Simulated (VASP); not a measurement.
## Ca: single point with PBE

Ca:

```
Ca
1.0
    -2.22105    2.22105    2.22105
     2.22105   -2.22105    2.22105
     2.22105    2.22105   -2.22105
Ca
1
Direct
  0.00000 0.00000 0.00000
```

This isn't the form of Ca at room conditions, which is fcc.

```yaml
Program: VASP 6.6.1
Task: single point
Functional: PBE
Potentials_or_basis: VASP PAW PBE potentials, release 64 (Ca_sv)
Cutoff: 520 eV
k_mesh: 17 × 17 × 17
Occupations: fermi-dirac, width 0.1 eV
Spin: no spin polarisation
```

```
Pressure               : -0.6 GPa
Band gap on the k mesh : zero (bands 5 and 6 overlap by 0.27 eV)
```

Levels at points of the mesh, in eV from the Fermi level:
| k point | band 1 | band 2 | band 3 | band 4 | band 5 | band 6 | band 7 | band 8 | band 9 | band 10 |
| --- | --- | --- | --- | --- | --- | --- | --- | --- | --- | --- |
| (0.00, 0.00, 0.00) | -42.13 | -23.05 | -23.05 | -23.05 | -3.98 | 2.26 | 2.26 | 2.26 | 3.27 | 3.27 |

It took 50 s on 1 thread of Intel(R) Xeon(R) Platinum 8488C (Sapphire Rapids), with other jobs on the host, peak memory 0.22 GiB.
